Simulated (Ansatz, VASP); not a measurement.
## Cs: VASP beside Ansatz

```
Cs
1.0
     8.83925    0.00000    0.00000
    -4.41963    7.65502    0.00000
     0.00000    0.00000    5.28245
Cs
3
Direct
  0.00000 0.00000 0.00000
  0.33333 0.66667 0.50000
  0.66667 0.33333 0.50000
```

Alike in both runs: task single point; functional r2SCAN; k mesh 5 × 5 × 7; occupations fermi-dirac, width 0.1 eV; no spin polarisation.

|  | VASP | Ansatz |
| --- | --- | --- |
| version | VASP 6.6.1 | Ansatz 0.2.0 |
| potentials or method | VASP PAW PBE potentials, release 64 (Cs_sv), cutoff 520 eV | plane waves (500 eV) with PAW, scalar-relativistic |
| valence electrons in the cell | 27 | 27 |

```tsv
	VASP	Ansatz	Ansatz less VASP
pressure (GPa)	0.1	0.1	0.00
```

VASP's potentials were made for PBE, not for r2SCAN. With one functional, cell and mesh, what is left measures potentials, basis and numerics.

Spin-orbit coupling is off throughout.
